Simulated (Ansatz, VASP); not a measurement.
**Li2Pt: VASP beside Ansatz**

The input INCAR:

```
PREC     = Accurate       # precision mode
ENCUT    = 520            # plane-wave cutoff, eV
EDIFF    = 1E-8           # SCF threshold, eV
ISMEAR   = -1             # smearing method
SIGMA    = 0.03           # smearing width, eV
LREAL    = F              # projectors in reciprocal space
LASPH    = T              # aspherical terms in the spheres
NELM     = 60             # most SCF steps
ALGO     = Normal         # electronic algorithm
ISIF     = 2              # what is computed and relaxed
LWAVE    = F              # write WAVECAR
LCHARG   = F              # write CHGCAR
GGA      = CA             # functional
LEFG     = T            
NBANDS   = 15             # bands
```

File KPOINTS:

```
regular mesh
0
Gamma
  9 9 12
```

File POSCAR:

```
Li2Pt
1.0
    4.1859989866     -0.0418599899     -0.0418599899
   -2.1292513079      3.6461114576     -0.0153218197
   -0.0266100000     -0.0266100000      2.6610000000
Li Pt
2 1
Direct
    0.3333333333      0.6666666667      0.5000000000
    0.6666666667      0.3333333333      0.5000000000
    0.0000000000      0.0000000000      0.0000000000
```

Input for Ansatz:

```yaml
crystal:
  lattice:
    - [4.1859989866, -0.0418599899, -0.0418599899]
    - [-2.1292513079, 3.6461114576, -0.0153218197]
    - [-0.02661, -0.02661, 2.661]
  atoms:
    - { symbol: Li, position: [0.3333333333, 0.6666666667, 0.5] }
    - { symbol: Li, position: [0.6666666667, 0.3333333333, 0.5] }
    - { symbol: Pt, position: [0.0, 0.0, 0.0] }
kpoints:
  mp_grid: { grid: [9, 9, 12] }
scf:
  occupations: { method: fermi_dirac, width: 0.03 }
hamiltonian:
  xc: lda
  pseudopotentials: { kind: paw }
output:
  forces: true
  stress: true
  eigenvalues: true
  efg: { contact_densities: true }
```

Change from the starting cell: equal xy, yz and zx shear strains of -2 %, PAW files.

Alike in both runs: task electric field gradients; functional LDA; k mesh 9 × 9 × 12; occupations fermi-dirac, width 0.03 eV; no spin polarisation.

```csv
,VASP,Ansatz
version,VASP 6.6.1,Ansatz 0.2.0
potentials or method,"VASP PAW LDA potentials, release 64 (Li_sv, Pt)","PAW with Ansatz's default frozen-core files, scalar-relativistic"
plane-wave cutoff (eV),520,420
valence electrons in the cell,16,24
```

```tsv
	VASP	Ansatz	Ansatz less VASP
rms of the force components (eV/Å)	0.020	0.020	+0.0001
size of Vzz on the site where it differs most (V/Å²)	308.4	231.3	-77.06
```

LDA's correlation is that of Perdew and Zunger in VASP and of Perdew and Wang (1992) in Ansatz. Atom by atom the forces differ by 0.000 eV/Å (rms over components). VASP's potentials hold 16 valence electrons a cell and Ansatz's 24, so a difference there can come from the potentials and not from the codes.

Neither program's run includes spin-orbit coupling. Noted on VASP's run: the cutoff is under 1.25 times that of the potentials, so the pressure is a little rough.
